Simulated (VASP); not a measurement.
Here is a VASP 6.6.1 calculation.

The input INCAR:

```
SYSTEM = TaH2Br3
ALGO = Normal
EDIFF = 1E-6
ENCUT = 520
GGA = PE
ISIF = 2
ISMEAR = 0
LASPH = .True.
LCHARG = .True.
LELF = .True.
LREAL = .False.
LVHAR = .True.
LWAVE = .False.
NBANDS = 26
NELM = 60
PREC = Accurate
SIGMA = 0.1
```

KPOINTS

```
k-points
0
Gamma
  6 6 2
  0 0 0
```

Contents of POSCAR:

```
TaH2Br3
1.0
    4.8312715500      0.0000000000      0.0000000000
   -2.4156357700      4.1840038900      0.0000000000
    0.0000000000      0.0000000000      7.6295316500
Ta H Br
1 2 3
Direct
    0.0000000000      0.0000000000      0.0000000000
    0.6666666700      0.3333333300      0.7525866000
    0.3333333300      0.6666666700      0.2474134000
    0.6666666700      0.3333333300      0.3509370700
    0.3333333300      0.6666666700      0.6490629300
    0.0000000000      0.0000000000      0.5000000000
```

Potentials or basis: VASP PAW PBE potentials, release 64 (Ta_pv, H, Br).

Launch:

```sh
$ cat potpaw_PBE.64/Ta_pv/POTCAR potpaw_PBE.64/H/POTCAR potpaw_PBE.64/Br/POTCAR > POTCAR
$ mpirun -np 1 vasp_std > vasp.out
```

Problem. Predict the band gap on the k mesh.

Solution. Zero (band 17 reaches 0.72 eV, above the bottom of band 18 at 0.54 eV).

Problem. Estimate the pressure.

Solution. -6.1 GPa.

Forces on the atoms (eV/Å):
```
Ta   0.000  0.000  0.000
H    0.000  0.000  0.892
H    0.000  0.000 -0.892
Br   0.000  0.000 -1.444
Br   0.000  0.000  1.444
Br   0.000  0.000  0.000
```

Caveat: the k points lie up to 0.41 Å⁻¹ apart; spin-orbit coupling is left out, which moves the levels of the heavy elements; forces of over 1 eV/Å act on the atoms, so gaps and moduli don't describe the material at rest.
